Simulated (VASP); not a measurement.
# CdSe (Fm-3m) in VASP: settings compared

Aim: see how the results for CdSe move with the level of theory and the settings. Levels: BLYP+D4, RPBE+D4, revPBE+D3(BJ). Tasks: relaxation of cell and atoms, single point.

Program: VASP 6.6.1. These are calculated values, not measurements. Logs are shortened: lines on timing, memory, paths and dates and some standing lists are left out, and cuts for length are marked.

### 1 The cell of the first run

Symmetry: Fm-3m, No. 225, cubic system. Conventional cell: a = 5.748 Å, b = 5.748 Å, c = 5.748 Å, α = 90.00°, β = 90.00°, γ = 90.00°. Within 3.8 Å of Cd (site symmetry m-3m) lie 6 Se at 2.87 Å. Within 3.8 Å of Se (site symmetry m-3m) lie 6 Cd at 2.87 Å.

### 2 Relaxation of cell and atoms, BLYP+D4

The input, INCAR:

```
SYSTEM = CdSe
AGGAC = 1.0 ; AGGAX = 1.0
ALDAC = 0.0 ; ALDAX = 1.0
ALGO = Normal ; EDIFF = 1E-6
EDIFFG = -0.01 ; ENCUT = 600
GGA = B5 ; IBRION = 2
ISIF = 3 ; ISMEAR = -1
IVDW = 13 ; LASPH = .True.
LCHARG = .False. ; LREAL = .False.
LWAVE = .False. ; NELM = 80
NSW = 60 ; PREC = Accurate
SIGMA = 0.05 ; VDW_A1 = 0.44488865
VDW_A2 = 4.0933009 ; VDW_S6 = 1.0
VDW_S8 = 2.34076671
```

The input, KPOINTS:

```
k-points
0
Gamma
  8 8 8
  0 0 0
```

The input, POSCAR:

```
CdSe
1.0
    0.0000000000      2.8739580000      2.8739580000
    2.8739580000      0.0000000000      2.8739580000
    2.8739580000      2.8739580000      0.0000000000
Cd Se
1 1
Direct
    0.0000000000      0.0000000000      0.0000000000
    0.5000000000      0.5000000000      0.5000000000
```

Potentials or basis: VASP PAW PBE potentials, release 64 (Cd, Se).

Launch:

```bash
cat potpaw_PBE.64/Cd/POTCAR potpaw_PBE.64/Se/POTCAR > POTCAR
mpirun -np 1 vasp_std > vasp.out
```

OUTCAR:

```text
SYSTEM = CdSe
   EDIFF = 1E-6
   EDIFFG = -0.01
   ENCUT = 600
   GGA = B5
   IBRION = 2
   ISIF = 3
   ISMEAR = -1
   IVDW = 13
   LASPH = .True.
   LREAL = .False.
   NELM = 80
   NSW = 60
   PREC = Accurate

 ion  position               nearest neighbor table
   1  0.000  0.000  0.000-   2 2.87   2 2.87   2 2.87   2 2.87   2 2.87   2 2.87
   2  0.500  0.500  0.500-   1 2.87   1 2.87   1 2.87   1 2.87   1 2.87   1 2.87

  LATTYP: Found a face centered cubic cell.
 ALAT       =     5.7479160000

  Lattice vectors:

 A1 = (   0.0000000000,   2.8739580000,   2.8739580000)
 A2 = (   2.8739580000,   0.0000000000,   2.8739580000)
 A3 = (   2.8739580000,   2.8739580000,   0.0000000000)

Analysis of symmetry for initial positions (statically):
=====================================================================
 Subroutine PRICEL returns:
 Original cell was already a primitive cell.

 Routine SETGRP: Setting up the symmetry group for a
 face centered cubic supercell.

 Subroutine GETGRP returns: Found 48 space group operations
 (whereof 48 operations were pure point group operations)
 out of a pool of 48 trial point group operations.

The static configuration has the point symmetry O_h .

Analysis of symmetry for dynamics (positions and initial velocities):
=====================================================================
 Subroutine PRICEL returns:
 Original cell was already a primitive cell.

 Routine SETGRP: Setting up the symmetry group for a
 face centered cubic supercell.

 Subroutine GETGRP returns: Found 48 space group operations
 (whereof 48 operations were pure point group operations)
 out of a pool of 48 trial point group operations.

The dynamic configuration has the point symmetry O_h .

 Subroutine INISYM returns: Found 48 space group operations
 (whereof 48 operations are pure point group operations),
 and found     1 'primitive' translations

----------------------------------------------------------------------------------------

                                     Primitive cell

  volume of cell :      47.4757

  direct lattice vectors                    reciprocal lattice vectors
     0.000000000  2.873958000  2.873958000    -0.173976098  0.173976098  0.173976098
     2.873958000  0.000000000  2.873958000     0.173976098 -0.173976098  0.173976098
     2.873958000  2.873958000  0.000000000     0.173976098  0.173976098 -0.173976098

  length of vectors
     4.064390381  4.064390381  4.064390381     0.301335442  0.301335442  0.301335442

  position of ions in fractional coordinates (direct lattice)
     0.000000000  0.000000000  0.000000000
     0.500000000  0.500000000  0.500000000

  ion indices of the primitive-cell ions
   primitive index   ion index
                 1           1
                 2           2

[... 70 lines left out ...]
   NELM   =     80;   NELMIN=  2; NELMDL= -5     # of ELM steps
   EDIFF  = 0.1E-05   stopping-criterion for ELM
   LREAL  =      F    real-space projection
   EDIFFG = -.1E-01   stopping-criterion for IOM
   NSW    =     60    number of steps for IOM
   IBRION =      2    ionic relax: 0-MD 1-quasi-New 2-CG
   NFREE  =      1    steps in history (QN), initial steepest desc. (CG)
   ISIF   =      3    stress and relaxation
   ISYM   =      2    0-nonsym 1-usesym 2-fastsym
   POTIM  = 0.5000    time-step for ionic-motion
   TEBEG  =    0.0;   TEEND  =   0.0 temperature during run
   PSTRESS=    0.0 pullay stress
   NELECT =      18.0000    total number of electrons
   NUPDOWN=      -1.0000    fix difference up-down
   EMIN   =  10.00;   EMAX   =-10.00  energy-range for DOS
   EFERMI =   0.00;   METHOD = LEGACY
   ISMEAR =    -1;   SIGMA  =   0.05  broadening in eV -4-tet -1-fermi 0-gaus
   EFERMI_NEDOS =   21; number of points for ismear=-14 and -15
   IALGO  =     38    algorithm
   IMIX   =      4    mixing-type and parameters
     AMIX     =   0.40;   BMIX     =  1.00
     AMIX_MAG =   1.60;   BMIX_MAG =  1.00
  volume/ion in A,a.u.               =      23.74       160.19
  Fermi-wavevector in a.u.,A,eV,Ry     =   1.184882  2.239103 19.101849  1.403946
  Thomas-Fermi vector in A             =   2.321088
   LORBIT       =      0    0 simple, 1 ext, 2 COOP (PROOUT), +10 PAW based schemes
   GGA     = B5    functional components
   LHFCALC =     F    Hartree Fock is set to
   AEXX    =    0.0000 exact exchange contribution
   IVDW    =    13    specifies the selected vdW correction
   LEPSILON=     F    determine dielectric tensor
   LRPA    =     F    only Hartree local field effects (RPA)
 conjugate gradient relaxation of ions
 non-spin polarized calculation
  energy-cutoff  :      600.00
  volume of cell :       47.48
 maximum number of plane-waves:      1604
   NGX = 17   NGY = 17   NGZ = 17

--------------------------------------- Ionic step        1  -------------------------------------------

 number of electron      17.9999995 magnetization

 Free energy of the ion-electron system (eV)
  ---------------------------------------------------
  ext. energy  EPLUGINS =         0.00000000
  ---------------------------------------------------
  free energy    TOTEN  =        -4.06018052 eV

  energy without entropy =       -4.05725475  energy(sigma->0) =       -4.05871764

------------------------ aborting loop because EDIFF is reached ----------------------------------------

  DFT-D4 for vdW energy calculation

  Edisp (eV):   -1.49261
[... 71 lines left out ...]
--------------------------------------- Ionic step        3  -------------------------------------------

 number of electron      17.9999994 magnetization

 Free energy of the ion-electron system (eV)
  ---------------------------------------------------
  ext. energy  EPLUGINS =         0.00000000
  ---------------------------------------------------
  free energy    TOTEN  =        -4.03910409 eV

  energy without entropy =       -4.03632759  energy(sigma->0) =       -4.03771584

 E-fermi :   2.9179     XC(G=0):  -9.4836

 val. band max:        2.8077867939   @ k =  -0.2500   0.1250   0.0000
 cond. band min:       2.9481268766   @ k =   0.0000   0.0000   0.0000
 fundamental gap:      0.1403400827
 Fermi energy:         2.9178749964

 k-point     1 :       0.0000    0.0000    0.0000
  band No.  band energies     occupation
      1     -10.1473      2.00000
      2      -5.2165      2.00000
      3      -5.2165      2.00000
      4      -5.1991      2.00000
      5      -5.1991      2.00000
      6      -5.1991      2.00000
      7       2.1900      2.00000
      8       2.1900      2.00000
      9       2.1900      2.00000
     10       2.9481      0.70638
     11      11.7139      0.00000
     12      11.7139      0.00000
     13      11.7139      0.00000
[... 354 lines left out ...]
  band No.  band energies     occupation
      1      -9.2496      2.00000
      2      -5.3766      2.00000
      3      -5.2459      2.00000
      4      -5.2262      2.00000
      5      -5.0507      2.00000
      6      -4.9856      2.00000
      7      -1.7175      2.00000
      8       0.9603      2.00000
      9       1.8120      2.00000
     10       6.1034      0.00000
     11       7.5484      0.00000
     12       9.7691      0.00000
     13      10.7782      0.00000

 [... further k-points ...]

------------------------ aborting loop because EDIFF is reached ----------------------------------------

  DFT-D4 for vdW energy calculation

  Edisp (eV):   -1.51585
[... 25 lines left out ...]
  FREE ENERGIE OF THE ION-ELECTRON SYSTEM (eV)
  ---------------------------------------------------
  free  energy   TOTEN  =        -5.5549538736 eV

  energy  without entropy=       -5.5521773788  energy(sigma->0) =       -5.55356563

 reached required accuracy - stopping structural energy minimisation
```

CONTCAR:

```text
CdSe
   1.00000000000000
     0.0000000000000000    2.8593010970416097    2.8593010970416097
     2.8593010970416097    0.0000000000000000    2.8593010970416097
     2.8593010970416097    2.8593010970416097    0.0000000000000000
  Cd              Se
     1     1
Direct
     0.0000000000000000    0.0000000000000000    0.0000000000000000
     0.5000000000000000    0.5000000000000000    0.5000000000000000

  0.00000000E+00  0.00000000E+00  0.00000000E+00
  0.00000000E+00  0.00000000E+00  0.00000000E+00
```

It took 1.7 min on 1 thread of Intel Xeon Platinum 8259CL at 2.50GHz (Skylake/Cascade Lake), shared host; peak memory 0.19 GiB.

Results:

```yaml
Free_energy: -5.5550 eV
Relaxed_volume: 23.38 Å³/atom
Relaxed_cell: a = 4.044 Å, b = 4.044 Å, c = 4.044 Å, α = 60.00°, β = 60.00°, γ = 60.00°
Space_group_after_relaxing_to_0.05_Å: Fm-3m (No. 225)
Energy_gained_by_relaxing: 1.1 meV/atom
Ionic_steps: 3
Pressure_after_relaxing: 0.0 GPa
Band_gap_on_the_k_mesh: zero (band 9 reaches 2.81 eV, above the bottom of band 10 at 2.29 eV)
Dispersion_energy_per_atom: -0.758 eV
```

The path:
| step | energy change (eV) | largest force (eV/Å) | pressure (GPa) | volume (Å³) |
| --- | --- | --- | --- | --- |
| 1 | 0.0000 | 0.0000 | -0.95 | 47.48 |
| 2 | -0.0019 | 0.0000 | 0.33 | 46.51 |
| 3 | -0.0022 | 0.0000 | 0.00 | 46.75 |

Final structure:
```
CELL_PARAMETERS angstrom
0.00000 2.85930 2.85930
2.85930 0.00000 2.85930
2.85930 2.85930 0.00000
ATOMIC_POSITIONS crystal
Cd 0.00000 0.00000 0.00000
Se 0.50000 0.50000 0.50000
```

Levels at points of the mesh, in eV from the Fermi level:
```
           k point  band 6  band 7  band 8  band 9  band 10  band 11  band 12  band 13
(0.00, 0.00, 0.00)   -8.12   -0.73   -0.73   -0.73     0.03     8.80     8.80     8.80
(0.50, 0.00, 0.00)   -7.98   -5.07   -0.14   -0.14     3.14     5.23     5.23     5.79
(0.50, 0.50, 0.00)   -7.42   -4.15   -2.16   -2.16    -0.63     5.71     9.84    10.27
```

Caveat: the PAW data sets were made with another functional, which shifts forces and pressure a little; pairwise dispersion overbinds metals, which lowers pressure and volume.

(Continued in part 2 of 2.)
